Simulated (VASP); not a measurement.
Set up this calculation in VASP 6.6.1, as the native input.

* Task: single point
* Functional: PBE
* Dispersion: D3(BJ)
* Potentials or basis: VASP PAW PBE potentials, release 64 (Sn_d, O_h)
* Cutoff: 910 eV
* k mesh: 7 × 7 × 1
* Occupations: gaussian, width 0.05 eV
* Spin: no spin polarisation
* Dipole correction: yes
* Further INCAR settings: ALGO = Normal; EDIFF = 1e-06; NBANDS = 50; NELMDL = -8

The structure of SnO lies in POSCAR:

```
SnO
1.0
    3.8201636883      0.0000000000      0.0000000000
    0.0000000000      3.8201636883      0.0000000000
    0.0000000000      0.0000000000     22.2260802162
Sn O
4 4
Direct
    0.7500000000      0.2500000000      0.2024648501
    0.2500000000      0.7500000000      0.3087831971
    0.6250000000      1.1250000000      0.4977503906
    1.1250000000      0.6250000000      0.6040687375
    0.2500000000      0.2500000000      0.2556240236
    0.7500000000      0.7500000000      0.2556240236
    1.1250000000      1.1250000000      0.5509095640
    0.6250000000      0.6250000000      0.5509095640
```

This cell differs from its parent crystal: layers slid over each other.

The input as run:

INCAR

```
SYSTEM = SnO
ALGO = Normal ; DIPOL = 0.5 0.5 0.403
EDIFF = 1E-6 ; ENCUT = 910
GGA = PE ; GGA_COMPAT = .False.
IDIPOL = 3 ; ISIF = 2
ISMEAR = 0 ; IVDW = 12
LASPH = .True. ; LCHARG = .True.
LDIPOL = .True. ; LELF = .True.
LREAL = .False. ; LVACPOTAV = .True.
LVHAR = .True. ; LWAVE = .False.
NBANDS = 50 ; NELM = 120
NELMDL = -8 ; PREC = Accurate
SIGMA = 0.05
```

KPOINTS

```
k-points
0
Gamma
  7 7 1
  0 0 0
```

Potentials or basis: VASP PAW PBE potentials, release 64 (Sn_d, O_h).

Run with:

```sh
$ cat potpaw_PBE.64/Sn_d/POTCAR potpaw_PBE.64/O_h/POTCAR > POTCAR
$ mpirun -np 1 vasp_std > vasp.out
```

Results of the run:

```
Largest force              : 0.166 eV/Å
Band gap on the k mesh     : 2.57 eV (least direct gap 2.58 eV)
Dispersion energy per atom : -0.155 eV
```

Caveat: the cell differs from its parent crystal (layers slid over each other); spin-orbit coupling is left out, which moves the levels of the heavy elements.

Run time: 22 min on 1 thread of Intel(R) Xeon(R) Platinum 8259CL CPU @ 2.50GHz (Skylake/Cascade Lake), on a shared host, peak memory 0.95 GiB.
